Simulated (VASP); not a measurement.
Input of a VASP 6.6.1 run:

Contents of INCAR:

```
SYSTEM = SiC
PREC = Accurate ; ENCUT = 520
EDIFF = 1E-6 ; ISMEAR = 0
SIGMA = 0.05 ; LREAL = .False.
LASPH = .True. ; NELM = 80
ALGO = Normal ; ISIF = 2
LWAVE = .False. ; LCHARG = .True.
GGA = PS ; LELF = .True.
LVHAR = .True. ; NBANDS = 26
```

Contents of KPOINTS:

```
Automatic mesh
0
Gamma
  12 12 4
  0 0 0
```

Contents of POSCAR:

```
SiC
1.0
    3.1499000000      0.0000000000      0.0000000000
   -1.5749500000      2.7278934194      0.0000000000
    0.0000000000      0.0000000000     10.3445000000
Si C
4 4
Direct
    0.6666666667      0.3333333333      0.9378278494
    0.3333333333      0.6666666667      0.4378278494
    0.0000000000      0.0000000000      0.6878973398
    0.0000000000      0.0000000000      0.1878973398
    0.6666666667      0.3333333333      0.7498191768
    0.3333333333      0.6666666667      0.2498191768
    0.0000000000      0.0000000000      0.5004546340
    0.0000000000      0.0000000000      0.0004546340
```

Potentials or basis: VASP PAW PBE potentials, release 64 (Si, C).

Run with:

```console
$ cat potpaw_PBE.64/Si/POTCAR potpaw_PBE.64/C/POTCAR > POTCAR
$ mpirun -np 1 vasp_std > vasp.out
```

Estimate the pressure.

-13.7 GPa.

Predict the band gap on the k mesh.

2.08 eV, indirect (least direct gap 3.19 eV).

Predict the largest force.

0.026 eV/Å.

Forces in eV/Å, atoms in the order of the input:
```
Si   0.000  0.000  0.006
Si   0.000  0.000  0.006
Si   0.000  0.000 -0.026
Si   0.000  0.000 -0.026
C    0.000  0.000  0.006
C    0.000  0.000  0.006
C    0.000  0.000  0.014
C    0.000  0.000  0.014
```

Caveat: the PAW data sets were made with another functional, which shifts forces and pressure a little. A k mesh can miss the band edges.
